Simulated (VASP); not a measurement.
# Si62P (a cell with a defect) in VASP: notebook

Runs on Si62P (a cell with a defect). Level: PBE. Tasks: single point.

Program: VASP 6.6.1. These are calculated values, not measurements. Logs are shortened: lines on timing, memory, paths and dates and some standing lists are left out, and cuts for length are marked.

**1. The cell of the first run**

The cell holds a defect, 63 atoms: a = 10.860 Å, b = 10.860 Å, c = 10.860 Å, α = 90.00°, β = 90.00°, γ = 90.00°.

**2. Single point, PBE**

Input file INCAR:

```
PREC     = Accurate       # precision mode
ENCUT    = 520            # plane-wave cutoff, eV
EDIFF    = 1E-7           # SCF threshold, eV
ISMEAR   = 0              # smearing method
SIGMA    = 0.05           # smearing width, eV
LREAL    = Auto         
LASPH    = True           # aspherical terms in the spheres
NELM     = 80             # most SCF steps
ALGO     = Normal         # electronic algorithm
ISIF     = 2              # what is computed and relaxed
LWAVE    = False          # write WAVECAR
LCHARG   = False          # write CHGCAR
GGA      = PE             # functional
NELECT   = 252.0        
NBANDS   = 164            # bands
```

Input file KPOINTS:

```
Automatic mesh
0
Gamma
  1 1 1
```

Input file POSCAR:

```
Si62P
1.0
   10.8600000000      0.0000000000      0.0000000000
    0.0000000000     10.8600000000      0.0000000000
    0.0000000000      0.0000000000     10.8600000000
Si P
62 1
Direct
    0.4998009208      0.0002173112     -0.0002529466
    0.6224879374      0.1250415285      0.1271339779
    0.7488341621      0.2506280847      0.0005237569
    0.8755387661      0.3748816759      0.1253008287
    0.7469605893      0.0012624309      0.2522439227
    0.8748973297      0.1254449355      0.3747226519
    0.0011051565      0.0011327808      0.0012440147
    0.1300039595      0.1248020258      0.1301496317
    0.2497616943      0.2502876611      0.0007078269
    0.3752734807      0.3700447514      0.1301302026
    0.4989206262      0.4989685083      0.0012299263
    0.6259493554      0.6260868324      0.1258360037
    0.7490384899      0.7510097606     -0.0011352670
    0.8739817680      0.8740880295      0.1258277164
    0.2606965009      0.0047809392      0.2608432781
    0.4953276243      0.2393715470      0.2607915285
    0.6224903315      0.3730277164      0.3751222836
    0.7488430939      0.4996628913      0.2495625230
    0.8747116943      0.6253541436      0.3749582873
    0.6189988029      0.1205228361      0.6191377532
    0.7469688766      0.2479294659      0.4989080110
    0.8739773481      0.3743507366      0.6260888582
    0.7464100368      0.0013370166      0.7465509208
    0.8747220994      0.1252374770      0.8748523020
   -0.0006182320      0.5006487109     -0.0004794659
    0.1251670350      0.6244800184      0.1252923573
    0.2494129834      0.7512129834      0.0005349908
    0.3749739411      0.8775694291      0.1271660221
    0.0005511050      0.2502872928      0.2498966851
    0.1299792818      0.3700501842      0.3753945672
    0.2497559853      0.4994597606      0.2498905157
    0.3745776243      0.6251259669      0.3747227440
    0.4987562615      0.7530808471      0.2522559853
    0.6189593923      0.8810758748      0.3796758748
   -0.0004027624      0.0002131676      0.4999490792
    0.1270059853      0.1250390424      0.6226098527
    0.2606557090      0.2393623389      0.4954287293
    0.3749756906      0.3730138122      0.6226136280
    0.4997988029      0.5004126151      0.4999420810
    0.6243973297      0.6261040516      0.6245275322
    0.7463819521      0.7536487109      0.4988500000
    0.8739094843      0.8756295580      0.6245482505
    0.2521128913      0.0012644567      0.7470888582
    0.3745773481      0.1254450276      0.8750437385
    0.4987565378      0.2479237569      0.7471036832
    0.6259370166      0.3743552486      0.8741021179
    0.7490299263      0.5013102210      0.7491658379
    0.8749990792      0.6250268877      0.8751448435
    0.0004133517      0.7512040516      0.2495520258
    0.1270227440      0.8775693370      0.3751239411
    0.0010935543      0.4989662063      0.4990666667
    0.1256984346      0.6260861878      0.6260926335
    0.2521194291      0.7530870166      0.4989056169
    0.3795554328      0.8810745856      0.6190991713
    0.0004098527      0.2506242173      0.7489728361
    0.1251732044      0.3748835175      0.8756860958
    0.2494270718      0.4996560773      0.7489747698
    0.3748243094      0.6253558011      0.8748405157
    0.4987279006      0.7536474217      0.7465215470
    0.6244070902      0.8756379374      0.8740587477
   -0.0012822284      0.7510043278      0.7491797422
    0.1256854512      0.8740967772      0.8741069982
    0.4153437385      0.0847261510      0.4154898711
```

Potentials or basis: VASP PAW PBE potentials, release 64 (Si, P).

Command:

```bash
$ cat potpaw_PBE.64/Si/POTCAR potpaw_PBE.64/P/POTCAR > POTCAR
$ mpirun -np 1 vasp_gam > vasp.out
```

OUTCAR:

```text
PREC = Accurate
   ENCUT = 520
   EDIFF = 1E-7
   ISMEAR = 0
   LREAL = Auto
   LASPH = True
   NELM = 80
   ISIF = 2
   GGA = PE
   NELECT = 252.0

 ion  position               nearest neighbor table
   1  0.500  0.000  1.000-  60 2.35  28 2.35   2 2.35  44 2.35
   2  0.622  0.125  0.127-   5 2.34   1 2.35  16 2.36   3 2.37
   3  0.749  0.251  0.001-  46 2.34   4 2.36  24 2.36   2 2.37
   4  0.876  0.375  0.125-  29 2.35  25 2.35   3 2.36  18 2.36
   5  0.747  0.001  0.252-   2 2.34   6 2.35  34 2.36  14 2.39
   6  0.875  0.125  0.375-   5 2.35  21 2.35  35 2.35  29 2.35
[... 45 lines left out ...]
  52  0.126  0.626  0.626-  57 2.34  61 2.35  51 2.37  53 2.39
  53  0.252  0.753  0.499-  50 2.34  32 2.35  54 2.36  52 2.39
  54  0.380  0.881  0.619-  59 2.35  53 2.36  43 2.36
  55  0.000  0.251  0.749-  22 2.34  56 2.36  24 2.36  36 2.37
  56  0.125  0.375  0.876-   9 2.35  25 2.35  55 2.36  57 2.36
  57  0.249  0.500  0.749-  52 2.34  56 2.36  58 2.36  38 2.37
  58  0.375  0.625  0.875-  11 2.36  57 2.36  27 2.36  59 2.39
  59  0.499  0.754  0.747-  54 2.35  40 2.35  60 2.35  58 2.39
  60  0.624  0.876  0.874-  13 2.35   1 2.35  59 2.35  23 2.35
  61  0.999  0.751  0.749-  42 2.35  52 2.35  62 2.35  48 2.36
  62  0.126  0.874  0.874-  27 2.34  61 2.35   7 2.37  43 2.39
  63  0.415  0.085  0.415-  15 2.53  37 2.53  16 2.53

  LATTYP: Found a simple cubic cell.
 ALAT       =    10.8600000000

  Lattice vectors:

 A1 = (  10.8600000000,   0.0000000000,   0.0000000000)
 A2 = (   0.0000000000,  10.8600000000,   0.0000000000)
 A3 = (   0.0000000000,   0.0000000000,  10.8600000000)

Analysis of symmetry for initial positions (statically):
=====================================================================
 Subroutine PRICEL returns:
 Original cell was already a primitive cell.

 Routine SETGRP: Setting up the symmetry group for a
 simple cubic supercell.

 Subroutine GETGRP returns: Found  1 space group operations
 (whereof  1 operations were pure point group operations)
 out of a pool of 48 trial point group operations.

The static configuration has the point symmetry C_1 .

Analysis of symmetry for dynamics (positions and initial velocities):
=====================================================================
 Subroutine PRICEL returns:
 Original cell was already a primitive cell.

 Routine SETGRP: Setting up the symmetry group for a
 simple cubic supercell.

 Subroutine GETGRP returns: Found  1 space group operations
 (whereof  1 operations were pure point group operations)
 out of a pool of 48 trial point group operations.
[... 205 lines left out ...]
   ISIF   =      2    stress and relaxation
   ISYM   =      2    0-nonsym 1-usesym 2-fastsym
   POTIM  = 0.5000    time-step for ionic-motion
   TEBEG  =    0.0;   TEEND  =   0.0 temperature during run
   PSTRESS=    0.0 pullay stress
   NELECT =     252.0000    total number of electrons
   NUPDOWN=      -1.0000    fix difference up-down
   EMIN   =  10.00;   EMAX   =-10.00  energy-range for DOS
   EFERMI =   0.00;   METHOD = LEGACY
   ISMEAR =     0;   SIGMA  =   0.05  broadening in eV -4-tet -1-fermi 0-gaus
   EFERMI_NEDOS =   21; number of points for ismear=-14 and -15
   IALGO  =     38    algorithm
   IMIX   =      4    mixing-type and parameters
     AMIX     =   0.40;   BMIX     =  1.00
     AMIX_MAG =   1.60;   BMIX_MAG =  1.00
  volume/ion in A,a.u.               =      20.33       137.20
  Fermi-wavevector in a.u.,A,eV,Ry     =   0.952164  1.799329 12.335269  0.906617
  Thomas-Fermi vector in A             =   2.080702
   LORBIT       =      0    0 simple, 1 ext, 2 COOP (PROOUT), +10 PAW based schemes
   GGA     = PE    functional components
   LHFCALC =     F    Hartree Fock is set to
   AEXX    =    0.0000 exact exchange contribution
   IVDW    =     0    specifies the selected vdW correction
   LEPSILON=     F    determine dielectric tensor
   LRPA    =     F    only Hartree local field effects (RPA)
 non-spin polarized calculation
 Gauss-broadening in eV      SIGMA  =   0.05
  energy-cutoff  :      520.00
  volume of cell :     1280.82
 maximum number of plane-waves:     17229
 NGX is ok and might be reduce to    84
   NGX = 41   NGY = 41   NGZ = 41

 number of electron     251.9999986 magnetization

 Free energy of the ion-electron system (eV)
  ---------------------------------------------------
  ext. energy  EPLUGINS =         0.00000000
  ---------------------------------------------------
  free energy    TOTEN  =      -338.27377119 eV

  energy without entropy =     -338.27377119  energy(sigma->0) =     -338.27377119

 E-fermi :   6.0374     XC(G=0):  -9.3300

 val. band max:        5.8309498486   @ k =   0.0000   0.0000   0.0000
 cond. band min:       6.2477902313   @ k =   0.0000   0.0000   0.0000
 fundamental gap:      0.4168403827
 Fermi energy:         6.0373739036

 k-point     1 :       0.0000    0.0000    0.0000
  band No.  band energies     occupation
      1      -6.2106      2.00000
      2      -5.3925      2.00000
      3      -5.1187      2.00000
      4      -5.1187      2.00000
      5      -5.1008      2.00000
      6      -5.1008      2.00000
[... 130 lines left out ...]
    137       6.8497      0.00000
    138       6.9349      0.00000
 [bands above 138 left out]

------------------------ aborting loop because EDIFF is reached ----------------------------------------

  FORCE on cell =-STRESS in cart. coord.  units (eV):
  Direction    XX          YY          ZZ          XY          YZ          ZX
  --------------------------------------------------------------------------------------
  -------------------------------------------------------------------------------------
  Total        0.5543886      0.5543086      0.5511927     -2.8700073     -2.8680965      2.8673192
  in kB        0.6934823      0.6933822      0.6894846     -3.5900799     -3.5876897      3.5867173
  external PRESSURE =       0.6921164 kB  Pullay stress =       0.0000000 kB

 VOLUME and BASIS-vectors are now :
 -----------------------------------------------------------------------------
  energy-cutoff  :      520.00
  volume of cell :     1280.82
      direct lattice vectors                 reciprocal lattice vectors
    10.860000000  0.000000000  0.000000000     0.092081031  0.000000000  0.000000000
     0.000000000 10.860000000  0.000000000     0.000000000  0.092081031  0.000000000
     0.000000000  0.000000000 10.860000000     0.000000000  0.000000000  0.092081031

 POSITION                                       TOTAL-FORCE (eV/Angst)
 -----------------------------------------------------------------------------------
      5.42784      0.00236     10.85725        -0.004047      0.004669     -0.009526
      6.76022      1.35795      1.38067         0.016523     -0.001652     -0.003446
      8.13234      2.72182      0.00569         0.007525     -0.031338      0.002413
      9.50835      4.07122      1.36077        -0.005291      0.002341     -0.002604
      8.11199      0.01371      2.73937        -0.013605      0.017520      0.004988
      9.50139      1.36233      4.06949         0.023123     -0.016433      0.015522
[... 55 lines left out ...]
      1.36494      9.49269      9.49280         0.011993     -0.014377      0.001817
      4.51063      0.92013      4.51222        -1.085798      1.085761     -1.087126
 -----------------------------------------------------------------------------------
    total drift:                               -0.005575      0.001403     -0.013559

  FREE ENERGIE OF THE ION-ELECTRON SYSTEM (eV)
  ---------------------------------------------------
  free  energy   TOTEN  =      -338.2737711944 eV

  energy  without entropy=     -338.2737711921  energy(sigma->0) =     -338.27377119
```

Run time: 12 min. Hardware: 1 thread of AMD EPYC 7R43 (Zen 3), shared host; peak memory 1.1 GiB.

What came out:

| Item | Value |
| --- | --- |
| Free energy | -338.2738 eV |
| Largest force | 1.881 eV/Å |

Forces in eV/Å, atoms in the order of the input:
```
Si  -0.004  0.005 -0.010
Si   0.017 -0.002 -0.003
Si   0.008 -0.031  0.002
Si  -0.005  0.002 -0.003
Si  -0.014  0.018  0.005
Si   0.023 -0.016  0.016
Si   0.044 -0.001  0.045
Si   0.042  0.030  0.043
Si   0.000  0.000  0.017
Si  -0.031 -0.042  0.043
Si   0.001 -0.045  0.045
Si   0.014 -0.003  0.012
Si   0.005 -0.005  0.009
Si   0.002 -0.014  0.012
Si   0.146 -0.001  0.147
Si  -0.002 -0.148  0.149
Si   0.017  0.003  0.002
Si   0.007 -0.002  0.032
Si   0.041 -0.042 -0.012
Si   0.168 -0.004  0.168
Si  -0.014 -0.005 -0.017
Si   0.002 -0.012  0.014
Si   0.037  0.009  0.037
Si   0.041  0.010  0.040
Si   0.020 -0.020  0.021
Si  -0.003  0.005 -0.002
Si   0.032 -0.008  0.002
Si   0.002 -0.016 -0.003
Si   0.017  0.000  0.001
Si   0.043 -0.043 -0.030
Si  -0.001 -0.017  0.001
Si   0.017 -0.023  0.016
Si  -0.017  0.014  0.005
Si   0.168 -0.169  0.003
Si  -0.010  0.004 -0.002
Si  -0.003 -0.001  0.016
Si   0.149 -0.147 -0.001
Si   0.001  0.003  0.016
Si  -0.004  0.010 -0.002
Si  -0.008  0.001 -0.008
Si   0.037 -0.037 -0.008
Si  -0.001  0.008 -0.008
Si   0.005  0.017 -0.014
Si   0.015 -0.015  0.022
Si  -0.017 -0.005 -0.013
Si   0.014 -0.012  0.002
Si   0.004 -0.009  0.005
Si  -0.012  0.012 -0.013
Si   0.001 -0.007  0.032
Si  -0.002 -0.017  0.001
Si   0.045 -0.045  0.000
Si   0.011 -0.003  0.014
Si   0.005  0.013 -0.017
Si   0.004 -0.169  0.168
Si   0.002 -0.032  0.007
Si  -0.002  0.002 -0.005
Si   0.032 -0.002  0.007
Si  -0.012 -0.042  0.040
Si  -0.008 -0.036  0.037
Si  -0.008  0.009  0.000
Si   0.009 -0.004  0.005
Si   0.012 -0.014  0.002
P   -1.086  1.086 -1.087
```

Caveat: the k points lie up to 0.58 Å⁻¹ apart; the cell carries a net charge on a neutralising background, which shifts energy and pressure; the cell is charged against a uniform background, so pressure and absolute levels hang on convention.

**3. Single point, PBE**

Input file INCAR:

```
SYSTEM = Si62P
PREC = Accurate ; ENCUT = 520
EDIFF = 1E-6 ; ISMEAR = 0
SIGMA = 0.05 ; LREAL = Auto
LASPH = .TRUE. ; NELM = 80
ALGO = Normal ; ISIF = 2
LWAVE = .FALSE. ; LCHARG = .TRUE.
GGA = PE ; LELF = .TRUE.
LVHAR = .TRUE. ; NBANDS = 164
NELECT = 252.0
```

Input file KPOINTS:

```
Automatic mesh
0
G
  1 1 1
  0 0 0
```

Input file POSCAR:

```
Si62P
1.0
   10.8600000000      0.0000000000      0.0000000000
    0.0000000000     10.8600000000      0.0000000000
    0.0000000000      0.0000000000     10.8600000000
Si P
62 1
Direct
    0.4997844383      0.0002155617     -0.0006165746
    0.6207872007      0.1244573665      0.1279656538
    0.7479243094      0.2484080110      0.0012869245
    0.8732312155      0.3757070902      0.1242929098
    0.7445885820      0.0009022099      0.2554008287
    0.8744733886      0.1253228361      0.3746771639
   -0.0008078269      0.0004371087     -0.0008078269
    0.1234738490      0.1275326888      0.1234738490
    0.2484689687      0.2515310313     -0.0022410681
    0.3724673112      0.3765261510      0.1234738490
    0.4995628913      0.5008078269     -0.0008078269
    0.6251120626      0.6260872928      0.1283165746
    0.7508329650      0.7491670350      0.0027321363
    0.8739127072      0.8748879374      0.1283165746
    0.2508610497      0.0090269797      0.2508610497
    0.4909730203      0.2491389503      0.2508610497
    0.6207872007      0.3720343462      0.3755426335
    0.7479243094      0.4987130755      0.2515919890
    0.8746376611      0.6253623389      0.3746661142
    0.6227208103      0.1127128913      0.6227208103
    0.7445885820      0.2445991713      0.4990977901
    0.8739127072      0.3716834254      0.6251120626
    0.7501813996     -0.0033233886      0.7501813996
    0.8746376611      0.1253338858      0.8746376611
   -0.0004934622      0.5004934622     -0.0004934622
    0.1242929098      0.6267687845      0.1242929098
    0.2515919890      0.7520756906      0.0012869245
    0.3755426335      0.8792127993      0.1279656538
   -0.0022410681      0.2515310313      0.2484689687
    0.1234738490      0.3765261510      0.3724673112
    0.2484689687      0.5022410681      0.2484689687
    0.3746771639      0.6255266114      0.3746771639
    0.4990977901      0.7554114180      0.2554008287
    0.6227208103      0.8772791897      0.3872871087
   -0.0006165746      0.0002155617      0.4997844383
    0.1279656538      0.1244573665      0.6207872007
    0.2508610497      0.2491389503      0.4909730203
    0.3755426335      0.3720343462      0.6207872007
    0.4997844383      0.5006165746      0.4997844383
    0.6264712707      0.6220560773      0.6264712707
    0.7501813996      0.7498186004      0.5033233886
    0.8779439227      0.8735287293      0.6264712707
    0.2554008287      0.0009022099      0.7445885820
    0.3746771639      0.1253228361      0.8744733886
    0.4990977901      0.2445991713      0.7445885820
    0.6251120626      0.3716834254      0.8739127072
    0.7508329650      0.4972678637      0.7508329650
    0.8754043278      0.6245956722      0.8754043278
    0.0012869245      0.7520756906      0.2515919890
    0.1279656538      0.8792127993      0.3755426335
   -0.0008078269      0.5008078269      0.4995628913
    0.1283165746      0.6260872928      0.6251120626
    0.2554008287      0.7554114180      0.4990977901
    0.3872871087      0.8772791897      0.6227208103
    0.0012869245      0.2484080110      0.7479243094
    0.1242929098      0.3757070902      0.8732312155
    0.2515919890      0.4987130755      0.7479243094
    0.3746661142      0.6253623389      0.8746376611
    0.5033233886      0.7498186004      0.7501813996
    0.6264712707      0.8735287293      0.8779439227
    0.0027321363      0.7491670350      0.7508329650
    0.1283165746      0.8748879374      0.8739127072
    0.3770423573      0.1229576427      0.3770423573
```

Potentials or basis: VASP PAW PBE potentials, release 64 (Si, P).

Command:

```bash
$ cat potpaw_PBE.64/Si/POTCAR potpaw_PBE.64/P/POTCAR > POTCAR
$ mpirun -np 1 vasp_gam > vasp.out
```

Wall time 12 min (1 thread of AMD EPYC 7R43 (Zen 3), shared host); peak memory 1 GiB.

It converged, with:

- Free energy: -339.1077 eV
- Largest force: 0.012 eV/Å

Forces on the atoms (eV/Å):
```
Si  -0.003  0.003 -0.004
Si   0.001  0.001  0.005
Si  -0.005 -0.002  0.003
Si   0.008  0.003 -0.003
Si   0.003  0.006 -0.009
Si   0.001 -0.003  0.003
Si  -0.003 -0.001 -0.003
Si  -0.001  0.004 -0.001
Si   0.002 -0.002  0.002
Si  -0.004  0.001 -0.001
Si   0.001  0.003 -0.003
Si   0.005 -0.002  0.000
Si  -0.001  0.001 -0.004
Si   0.002 -0.005  0.000
Si  -0.003 -0.004 -0.003
Si   0.004  0.003 -0.003
Si   0.001 -0.005 -0.001
Si  -0.005 -0.003  0.002
Si  -0.001  0.001 -0.009
Si   0.005 -0.005  0.005
Si   0.003  0.009 -0.006
Si   0.002  0.000  0.005
Si  -0.001 -0.010 -0.001
Si  -0.001  0.009 -0.001
Si  -0.002  0.002 -0.002
Si  -0.003 -0.008 -0.003
Si   0.002  0.005  0.003
Si  -0.001 -0.001  0.005
Si   0.002 -0.002  0.002
Si  -0.001  0.001 -0.004
Si   0.002 -0.002  0.002
Si   0.003 -0.001  0.003
Si  -0.006 -0.003 -0.009
Si   0.005 -0.005  0.005
Si  -0.004  0.003 -0.003
Si   0.005  0.001  0.001
Si  -0.003  0.003  0.004
Si  -0.001 -0.005  0.001
Si  -0.003  0.004 -0.003
Si   0.000  0.000  0.000
Si  -0.001  0.001  0.010
Si   0.000  0.000  0.000
Si  -0.009  0.006  0.003
Si   0.003 -0.003  0.001
Si  -0.006  0.009  0.003
Si   0.005  0.000  0.002
Si  -0.001  0.004 -0.001
Si  -0.001  0.001 -0.001
Si   0.003  0.005  0.002
Si   0.005 -0.001 -0.001
Si  -0.003  0.003  0.001
Si   0.000 -0.002  0.005
Si  -0.009 -0.003 -0.006
Si   0.005 -0.005  0.005
Si   0.003 -0.002 -0.005
Si  -0.003  0.003  0.008
Si   0.002 -0.003 -0.005
Si  -0.009  0.001 -0.001
Si   0.010  0.001 -0.001
Si   0.000  0.000  0.000
Si  -0.004  0.001 -0.001
Si   0.000 -0.005  0.002
P    0.007 -0.007  0.007
```

Levels at points of the mesh, in eV from the Fermi level:
```csv
k point,band 122,band 123,band 124,band 125,band 126,band 127,band 128,band 129,band 130,band 131
"(0.00, 0.00, 0.00)",-1.50,-1.00,-0.63,-0.63,-0.23,0.23,0.23,0.40,0.41,0.41
```

Caveat: the k points lie up to 0.58 Å⁻¹ apart; the cell carries a net charge on a neutralising background, which shifts energy and pressure; the cell is charged against a uniform background, so pressure and absolute levels hang on convention.
